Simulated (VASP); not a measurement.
# AsAu (zincblende type) (F-43m) in VASP: notebook

Runs on AsAu (zincblende type). Level: PBE. Tasks: single point, relaxation of cell and atoms.

Everything below comes from runs of VASP 6.6.1. Logs are shortened: lines on timing, memory, paths and dates and some standing lists are left out, and cuts for length are marked.

## Step 1: The cell of the first run

Symmetry: F-43m, No. 216, cubic system. The conventional cell has a = 5.841 Å, b = 5.841 Å, c = 5.841 Å, α = 90.00°, β = 90.00°, γ = 90.00°. Au (site symmetry -43m) has 4 As at 2.53 Å within 3.3 Å. As (site symmetry -43m) has 4 Au at 2.53 Å within 3.3 Å.

## Step 2: Single point, PBE

INCAR reads:

```
SYSTEM = AsAu
PREC = Accurate
ENCUT = 520
EDIFF = 1E-7
ISMEAR = -1
SIGMA = 0.08
LREAL = .FALSE.
LASPH = .TRUE.
NELM = 60
ALGO = Normal
ISIF = 2
LWAVE = .FALSE.
LCHARG = .FALSE.
GGA = PE
NBANDS = 15
```

KPOINTS reads:

```
regular mesh
0
G
  11 11 11
  0 0 0
```

POSCAR reads:

```
AsAu
1.0
    0.0000000000      2.9202842861      2.9202842861
    2.9202842861      0.0000000000      2.9202842861
    2.9202842861      2.9202842861      0.0000000000
Au As
1 1
Direct
    0.0000000000      0.0000000000      0.0000000000
    0.2500000000      0.2500000000      0.2500000000
```

Potentials or basis: VASP PAW PBE potentials, release 64 (Au, As).

On the command line:

```
$ cat potpaw_PBE.64/Au/POTCAR potpaw_PBE.64/As/POTCAR > POTCAR
$ mpirun -np 1 vasp_std > vasp.out
```

OUTCAR:

```text
SYSTEM = AsAu
   PREC = Accurate
   ENCUT = 520
   EDIFF = 1E-7
   ISMEAR = -1
   LREAL = .FALSE.
   LASPH = .TRUE.
   NELM = 60
   ISIF = 2
   GGA = PE

 ion  position               nearest neighbor table
   1  0.000  0.000  0.000-   2 2.53   2 2.53   2 2.53   2 2.53
   2  0.250  0.250  0.250-   1 2.53   1 2.53   1 2.53   1 2.53

  LATTYP: Found a face centered cubic cell.
 ALAT       =     5.8405685722

  Lattice vectors:

 A1 = (   0.0000000000,   2.9202842861,   2.9202842861)
 A2 = (   2.9202842861,   0.0000000000,   2.9202842861)
 A3 = (   2.9202842861,   2.9202842861,   0.0000000000)

Analysis of symmetry for initial positions (statically):
=====================================================================
 Subroutine PRICEL returns:
 Original cell was already a primitive cell.

 Routine SETGRP: Setting up the symmetry group for a
 face centered cubic supercell.

 Subroutine GETGRP returns: Found 24 space group operations
 (whereof 24 operations were pure point group operations)
 out of a pool of 48 trial point group operations.

The static configuration has the point symmetry T_d .

Analysis of symmetry for dynamics (positions and initial velocities):
=====================================================================
 Subroutine PRICEL returns:
 Original cell was already a primitive cell.

 Routine SETGRP: Setting up the symmetry group for a
 face centered cubic supercell.

 Subroutine GETGRP returns: Found 24 space group operations
 (whereof 24 operations were pure point group operations)
 out of a pool of 48 trial point group operations.

The dynamic configuration has the point symmetry T_d .

 Subroutine INISYM returns: Found 24 space group operations
 (whereof 24 operations are pure point group operations),
 and found     1 'primitive' translations

----------------------------------------------------------------------------------------

                                     Primitive cell

  volume of cell :      49.8087

  direct lattice vectors                    reciprocal lattice vectors
     0.000000000  2.920284286  2.920284286    -0.171216207  0.171216207  0.171216207
     2.920284286  0.000000000  2.920284286     0.171216207 -0.171216207  0.171216207
     2.920284286  2.920284286  0.000000000     0.171216207  0.171216207 -0.171216207

  length of vectors
     4.129905643  4.129905643  4.129905643     0.296555170  0.296555170  0.296555170

  position of ions in fractional coordinates (direct lattice)
     0.000000000  0.000000000  0.000000000
     0.250000000  0.250000000  0.250000000

  ion indices of the primitive-cell ions
   primitive index   ion index
                 1           1
                 2           2

----------------------------------------------------------------------------------------

 KPOINTS: regular mesh

Automatic generation of k-mesh.
 Grid dimensions read from file:
 generate k-points for:   11   11   11

 Generating k-lattice:

  Cartesian coordinates                     Fractional coordinates (reciprocal lattice)
    -0.015565110  0.015565110  0.015565110     0.090909091  0.000000000  0.000000000
     0.015565110 -0.015565110  0.015565110     0.000000000  0.090909091  0.000000000
     0.015565110  0.015565110 -0.015565110     0.000000000  0.000000000  0.090909091

  Length of vectors
     0.026959561  0.026959561  0.026959561

  Shift w.r.t. Gamma in fractional coordinates (k-lattice)
     0.000000000  0.000000000  0.000000000

 Subroutine IBZKPT returns following result:
 ===========================================

 Found     56 irreducible k-points:

 Following reciprocal coordinates:
            Coordinates               Weight
  0.000000  0.000000  0.000000      1.000000
  0.090909  0.000000  0.000000      8.000000
  0.181818  0.000000  0.000000      8.000000
  0.272727  0.000000  0.000000      8.000000
  0.363636  0.000000  0.000000      8.000000
  0.454545  0.000000  0.000000      8.000000
[... 16 lines left out ...]
 -0.272727  0.181818  0.000000     24.000000
 -0.181818  0.181818  0.000000     12.000000
 [... further k-points ...]
   k-points           NKPTS =     56   k-points in BZ     NKDIM =     56   number of bands    NBANDS=     15
   number of dos      NEDOS =    301   number of ions     NIONS =      2
   total plane-waves  NPLWV =  32768
   dimension x,y,z NGX =    32 NGY =   32 NGZ =   32
   dimension x,y,z NGXF=    64 NGYF=   64 NGZF=   64
   ions per type =               1   1
   NGX,Y,Z   is equivalent  to a cutoff of  12.88, 12.88, 12.88 a.u.
   NGXF,Y,Z  is equivalent  to a cutoff of  25.76, 25.76, 25.76 a.u.
 SYSTEM =  AsAu
   PREC   = accura    normal or accurate (medium, high low for compatibility)
   ISTART =      0    job   : 0-new  1-cont  2-samecut
   ICHARG =      2    charge: 1-file 2-atom 10-const
   ISPIN  =      1    spin polarized calculation?
   LNONCOLLINEAR =      F non collinear calculations
   LSORBIT =      F    spin-orbit coupling
   LASPH  =      T    aspherical Exc in radial PAW
   ENCUT  =  520.0 eV  38.22 Ry    6.18 a.u.   7.68  7.68  7.68*2*pi/ulx,y,z
   NELM   =     60;   NELMIN=  2; NELMDL= -5     # of ELM steps
   EDIFF  = 0.1E-06   stopping-criterion for ELM
   LREAL  =      F    real-space projection
   EDIFFG = 0.1E-05   stopping-criterion for IOM
   NSW    =      0    number of steps for IOM
   IBRION =     -1    ionic relax: 0-MD 1-quasi-New 2-CG
   NFREE  =      0    steps in history (QN), initial steepest desc. (CG)
   ISIF   =      2    stress and relaxation
   ISYM   =      2    0-nonsym 1-usesym 2-fastsym
   POTIM  = 0.5000    time-step for ionic-motion
   TEBEG  =    0.0;   TEEND  =   0.0 temperature during run
   PSTRESS=    0.0 pullay stress
   NELECT =      16.0000    total number of electrons
   NUPDOWN=      -1.0000    fix difference up-down
   EMIN   =  10.00;   EMAX   =-10.00  energy-range for DOS
   EFERMI =   0.00;   METHOD = LEGACY
   ISMEAR =    -1;   SIGMA  =   0.08  broadening in eV -4-tet -1-fermi 0-gaus
   EFERMI_NEDOS =   21; number of points for ismear=-14 and -15
   IALGO  =     38    algorithm
   IMIX   =      4    mixing-type and parameters
     AMIX     =   0.40;   BMIX     =  1.00
     AMIX_MAG =   1.60;   BMIX_MAG =  1.00
  volume/ion in A,a.u.               =      24.90       168.06
  Fermi-wavevector in a.u.,A,eV,Ry     =   1.121191  2.118744 17.103473  1.257070
  Thomas-Fermi vector in A             =   2.257843
   LORBIT       =      0    0 simple, 1 ext, 2 COOP (PROOUT), +10 PAW based schemes
   GGA     = PE    functional components
   LHFCALC =     F    Hartree Fock is set to
   AEXX    =    0.0000 exact exchange contribution
   IVDW    =     0    specifies the selected vdW correction
   LEPSILON=     F    determine dielectric tensor
   LRPA    =     F    only Hartree local field effects (RPA)
 non-spin polarized calculation
  energy-cutoff  :      520.00
  volume of cell :       49.81
 maximum number of plane-waves:      1363
   NGX = 15   NGY = 15   NGZ = 15

 number of electron      15.9999999 magnetization

 Free energy of the ion-electron system (eV)
  ---------------------------------------------------
  ext. energy  EPLUGINS =         0.00000000
  ---------------------------------------------------
  free energy    TOTEN  =        -7.45661795 eV

  energy without entropy =       -7.42804665  energy(sigma->0) =       -7.44233230

 E-fermi :   4.1658     XC(G=0):  -9.6882

 val. band max:        4.1578405539   @ k =  -0.1818   0.1818   0.0000
 cond. band min:       4.1731856640   @ k =  -0.2727   0.3636   0.0909
 fundamental gap:      0.0153451101
 Fermi energy:         4.1658157836

 k-point     1 :       0.0000    0.0000    0.0000
  band No.  band energies     occupation
      1      -7.8870      2.00000
      2      -1.3805      2.00000
      3      -1.3805      2.00000
      4      -1.3805      2.00000
      5      -0.0675      2.00000
      6      -0.0675      2.00000
      7       5.7695      0.00000
      8       6.7896      0.00000
      9       6.7896      0.00000
     10       6.7896      0.00000
     11      10.6052      0.00000
     12      10.6052      0.00000
     13      10.6052      0.00000
     14      13.9322      0.00000
     15      16.7968      0.00000

 k-point     2 :       0.0909    0.0000    0.0000
  band No.  band energies     occupation
      1      -7.8237      2.00000
      2      -1.4010      2.00000
      3      -1.3537      2.00000
      4      -1.3537      2.00000
      5      -0.0728      2.00000
      6      -0.0728      2.00000
      7       5.2064      0.00000
      8       6.6326      0.00000
      9       6.6326      0.00000
     10       7.0129      0.00000
     11      10.4726      0.00000
     12      10.7844      0.00000
     13      10.7844      0.00000
     14      14.6004      0.00000
     15      16.0009      0.00000

 k-point     3 :       0.1818    0.0000    0.0000
  band No.  band energies     occupation
      1      -7.6476      2.00000
      2      -1.4323      2.00000
      3      -1.2849      2.00000
      4      -1.2849      2.00000
      5      -0.0788      2.00000
      6      -0.0788      2.00000
      7       4.0424      1.64780
      8       6.2518      0.00000
      9       6.2518      0.00000
     10       7.2284      0.00000
     11      10.6317      0.00000
     12      11.1812      0.00000
     13      11.1812      0.00000
     14      14.8914      0.00000
     15      15.4906      0.00000
[... 343 lines left out ...]
 k-point    23 :      -0.2727    0.1818    0.0000
  band No.  band energies     occupation
      1      -7.0927      2.00000
      2      -1.2872      2.00000
      3      -1.0920      2.00000
      4      -1.0673      2.00000
      5      -0.1308      2.00000
      6       0.0471      2.00000
      7       1.9169      2.00000
      8       3.6126      1.99802
      9       5.4573      0.00000
     10       8.6293      0.00000
     11      10.8806      0.00000
     12      11.8202      0.00000
     13      11.9787      0.00000
     14      15.0158      0.00000
     15      16.5225      0.00000

 k-point    24 :      -0.1818    0.1818    0.0000
  band No.  band energies     occupation
      1      -7.3180      2.00000
      2      -1.4281      2.00000
      3      -1.1629      2.00000
      4      -1.1385      2.00000
      5      -0.1492      2.00000
      6       0.0155      2.00000
      7       2.8858      2.00000
      8       4.1578      1.04980
      9       5.9462      0.00000
     10       8.3868      0.00000
     11      10.7600      0.00000
     12      11.3518      0.00000
     13      11.5921      0.00000
     14      14.6592      0.00000
     15      16.5810      0.00000

 [... further k-points ...]
[... 5 lines left out ...]
  --------------------------------------------------------------------------------------
  -------------------------------------------------------------------------------------
  Total       -0.0226131     -0.0226131     -0.0226131      0.0000000      0.0000000      0.0000000
  in kB       -0.7273854     -0.7273854     -0.7273854      0.0000000      0.0000000      0.0000000
  external PRESSURE =      -0.7273854 kB  Pullay stress =       0.0000000 kB

 VOLUME and BASIS-vectors are now :
 -----------------------------------------------------------------------------
  energy-cutoff  :      520.00
  volume of cell :       49.81
      direct lattice vectors                 reciprocal lattice vectors
     0.000000000  2.920284286  2.920284286    -0.171216207  0.171216207  0.171216207
     2.920284286  0.000000000  2.920284286     0.171216207 -0.171216207  0.171216207
     2.920284286  2.920284286  0.000000000     0.171216207  0.171216207 -0.171216207

 POSITION                                       TOTAL-FORCE (eV/Angst)
 -----------------------------------------------------------------------------------
      0.00000      0.00000      0.00000         0.000000      0.000000      0.000000
      1.46014      1.46014      1.46014        -0.000000     -0.000000     -0.000000
 -----------------------------------------------------------------------------------
    total drift:                                0.000000      0.000000      0.000000

  FREE ENERGIE OF THE ION-ELECTRON SYSTEM (eV)
  ---------------------------------------------------
  free  energy   TOTEN  =        -7.4566179484 eV

  energy  without entropy=       -7.4280466480  energy(sigma->0) =       -7.44233230
```

Wall time 42 s (1 thread of Intel Xeon 8259CL, shared host); peak memory 0.21 GiB.

What came out:

| Quantity | Value |
| --- | --- |
| Free energy | -7.4566 eV |
| Pressure | -0.1 GPa |
| Band gap on the k mesh | zero (bands 8 and 9 overlap by 3.60 eV) |

Caveat: spin-orbit coupling is left out, which moves the levels of the heavy elements.

## Step 3: Relaxation of cell and atoms, PBE

This run uses another cell than the first one, of 27.61 Å³/atom.

INCAR reads:

```
SYSTEM = AsAu
PREC = Accurate
ENCUT = 600
EDIFF = 1E-6
ISMEAR = -1
SIGMA = 0.08
LREAL = .FALSE.
LASPH = .TRUE.
NELM = 100
ALGO = Normal
ISIF = 3
LWAVE = .FALSE.
LCHARG = .FALSE.
GGA = PE
IBRION = 2
NSW = 100
EDIFFG = -0.005
```

KPOINTS is that of step 2.

POSCAR reads:

```
AsAu
1.0
    0.0000000000      3.0224401212      3.0224401212
    3.0224401212      0.0000000000      3.0224401212
    3.0224401212      3.0224401212      0.0000000000
Au As
1 1
Direct
    0.0000000000      0.0000000000      0.0000000000
    0.2500000000      0.2500000000      0.2500000000
```

Potentials or basis: VASP PAW PBE potentials, release 64 (Au, As).

On the command line:

```
$ cat potpaw_PBE.64/Au/POTCAR potpaw_PBE.64/As/POTCAR > POTCAR
$ mpirun -np 1 vasp_std > vasp.out
```

Run time: 2.5 min. Hardware: 1 thread of Intel Xeon 8259CL, shared host; peak memory 0.25 GiB.

It converged, with:

```yaml
Free_energy: -7.4569 eV
Relaxed_volume: 24.89 Å³/atom
Relaxed_cell: a = 4.129 Å, b = 4.129 Å, c = 4.129 Å, α = 60.00°, β = 60.00°, γ = 60.00°
Space_group_after_relaxing_to_0.1_Å: F-43m (No. 216)
Energy_gained_by_relaxing: 53.2 meV/atom
Ionic_steps: 3
Pressure_after_relaxing: 0.0 GPa
Band_gap_on_the_k_mesh: zero (bands 8 and 9 overlap by 3.61 eV)
```

Step by step:
| step | energy change (eV) | largest force (eV/Å) | pressure (GPa) | volume (Å³) |
| --- | --- | --- | --- | --- |
| 1 | 0.0000 | 0.0000 | -5.58 | 55.22 |
| 2 | -0.0887 | 0.0000 | 3.12 | 47.88 |
| 3 | -0.1064 | 0.0000 | 0.00 | 49.78 |

Final structure:
```xyz
2
Lattice="0.0000 2.9198 2.9198 2.9198 0.0000 2.9198 2.9198 2.9198 0.0000" Properties=species:S:1:pos:R:3 pbc="T T T"
Au    0.0000    0.0000    0.0000
As    1.4599    1.4599    1.4599
```

Levels at points of the mesh, in eV from the Fermi level:
| k point | band 5 | band 6 | band 7 | band 8 | band 9 | band 10 | band 11 | band 12 |
| --- | --- | --- | --- | --- | --- | --- | --- | --- |
| (0.00, 0.00, 0.00) | -4.24 | -4.24 | 1.61 | 2.63 | 2.63 | 2.63 | 6.44 | 6.44 |

Caveat: spin-orbit coupling is left out, which moves the levels of the heavy elements.

## Step 4: Single point, PBE, non-collinear spin, zero start, spin-orbit coupling

INCAR reads:

```
PREC     = Accurate       # precision mode
ENCUT    = 520            # plane-wave cutoff, eV
EDIFF    = 1E-7           # SCF threshold, eV
ISMEAR   = -1             # smearing method
SIGMA    = 0.08           # smearing width, eV
LREAL    = False          # projectors in reciprocal space
LASPH    = True           # aspherical terms in the spheres
NELM     = 150            # most SCF steps
ALGO     = Normal         # electronic algorithm
ISIF     = 2              # what is computed and relaxed
LWAVE    = False          # write WAVECAR
LCHARG   = False          # write CHGCAR
MAGMOM   = 0 0 0 0 0 0    # initial moments
LORBIT   = 11             # projections on sites
LSORBIT  = True           # spin-orbit coupling
GGA_COMPAT= False        
LORBMOM  = True         
LMAXMIX  = 4              # l up to which the mixer works
GGA      = PE             # functional
NBANDS   = 28             # bands
```

KPOINTS reads:

```
Automatic mesh
0
Gamma
  11 11 11
```

POSCAR reads:

```
AsAu
1.0
    0.0000000000      2.9202842861      2.9202842861
    2.9202842861      0.0000000000      2.9202842861
    2.9202842861      2.9202842861      0.0000000000
Au As
1 1
Direct
    0.0000000000      0.0000000000      0.0000000000
    0.2500000000      0.2500000000      0.2500000000
```

On the command line:

```
$ cat potpaw_PBE.64/Au/POTCAR potpaw_PBE.64/As/POTCAR > POTCAR
$ mpirun -np 1 vasp_ncl > vasp.out
```

Run time: 7.1 min. Hardware: 1 thread of Intel Xeon 8259CL, shared host; peak memory 0.42 GiB.

It converged, with:

- Free energy: -7.7743 eV
- Pressure: -0.5 GPa
- Net moment: 0.00 μB per cell
- Valence electrons inside the program's atomic spheres: Au 9.72; As 2.67

Moments on the atoms (μB; x, y, z):
```
Au  0.00 0.00 0.00
As  0.00 0.00 0.00
```

## Step 5: Overview

| task | spin | cell | cutoff (eV) | gap on the mesh (eV) | pressure (GPa) |
| --- | --- | --- | --- | --- | --- |
| single point | off | a = 4.130 Å, angles 60.0°, 2 atoms | 520 | none | -0.1 |
| relaxation of cell and atoms | off | relaxed from a = 4.274 Å, angles 60.0°, 2 atoms | 600 | none | 0.0 |
| single point | non-collinear, zero start, SOC | a = 4.130 Å, angles 60.0°, 2 atoms | 520 | - | -0.5 |

Alike in all rows: level PBE; potentials or basis VASP PAW PBE potentials, release 64 (Au, As); k mesh 11 × 11 × 11; smearing fermi-dirac 0.08 eV.

Caveats: spin-orbit coupling is left out, which moves the levels of the heavy elements (at least some runs).

Total energies depend on the potentials used, so only differences within one code and one set of settings carry meaning.
